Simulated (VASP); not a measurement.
A run of VASP 6.6.1 is set up as follows.

INCAR

```
PREC = Accurate
ENCUT = 520
EDIFF = 1E-7
ISMEAR = 0
SIGMA = 0.1
LREAL = False
LASPH = True
NELM = 80
ALGO = Normal
ISIF = 2
LWAVE = False
LCHARG = False
LDIPOL = True
IDIPOL = 3
DIPOL = 0.5 0.5 0.332
GGA = PS
NBANDS = 53
```

KPOINTS

```
regular mesh
0
Gamma
  6 6 1
```

POSCAR

```
Mo6C
1.0
    4.4256825775      0.0000000000      0.0000000000
   -2.2128412887      3.8327535412      0.0000000000
    0.0000000000      0.0000000000     19.7247696083
Mo C
6 1
Direct
    0.6666666667      0.3333333333      0.2027907083
    0.3333333333      0.6666666667      0.2485904155
    0.0000000000      0.0000000000      0.2943901228
    0.6666666667      0.3333333333      0.3368101117
    0.3333333333      0.6666666667      0.3772266205
    0.0000000000      0.0000000000      0.4169767136
    0.0000000000      0.4444444444      0.4467398904
```

Potentials or basis: VASP PAW PBE potentials, release 64 (Mo_sv, C).

Launch:

```sh
$ cat potpaw_PBE.64/Mo_sv/POTCAR potpaw_PBE.64/C/POTCAR > POTCAR
$ mpirun -np 1 vasp_std > vasp.out
```

Q: Estimate the largest force.

A: 2.627 eV/Å.

Q: Predict the band gap on the k mesh.

A: Zero (bands 44 and 45 overlap by 0.17 eV).

Forces on the atoms (eV/Å):
```
Mo   0.165  0.075  2.045
Mo  -0.127 -0.040 -1.299
Mo   0.293  0.254 -1.784
Mo  -0.384 -0.424 -0.472
Mo   1.559  1.217 -1.113
Mo   0.080 -0.435  2.589
C   -1.585 -0.648  0.034
```

Caveat: the PAW data sets were made with another functional, which shifts forces and pressure a little.
